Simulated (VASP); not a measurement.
Input of a VASP 6.6.1 run:

The input INCAR:

```
PREC     = Accurate       # precision mode
ENCUT    = 520            # plane-wave cutoff, eV
EDIFF    = 1E-6           # SCF threshold, eV
ISMEAR   = 0              # smearing method
SIGMA    = 0.01           # smearing width, eV
LREAL    = F              # projectors in reciprocal space
LASPH    = T              # aspherical terms in the spheres
NELM     = 60             # most SCF steps
ALGO     = Normal         # electronic algorithm
ISIF     = 2              # what is computed and relaxed
LWAVE    = F              # write WAVECAR
LCHARG   = F              # write CHGCAR
GGA      = PE             # functional
NBANDS   = 27             # bands
```

Contents of KPOINTS:

```
regular mesh
0
Gamma
  6 6 6
```

The input POSCAR:

```
BaHfO3
1.0
    4.1770587708      0.0000000000      0.0000000000
    0.0000000000      4.1770587708      0.0000000000
    0.0000000000      0.0000000000      4.1770587708
Ba Hf O
1 1 3
Direct
    0.0000000000      0.0000000000      0.0000000000
    0.5000000000      0.5000000000      0.5000000000
    0.5000000000      0.5000000000      0.0000000000
    0.5000000000      0.0000000000      0.5000000000
    0.0000000000      0.5000000000      0.5000000000
```

Potentials or basis: VASP PAW PBE potentials, release 64 (Ba_sv, Hf_pv, O).

Launch:

```console
$ cat potpaw_PBE.64/Ba_sv/POTCAR potpaw_PBE.64/Hf_pv/POTCAR potpaw_PBE.64/O/POTCAR > POTCAR
$ mpirun -np 1 vasp_std > vasp.out
```

Q: Estimate the pressure.

A: 2.9 GPa.

Q: What does it give for the band gap on the k mesh?

A: 3.58 eV, indirect (least direct gap 3.80 eV).

Caveat: spin-orbit coupling is left out, which moves the levels of the heavy elements. As with any semilocal functional, this PBE gap is likely too small.
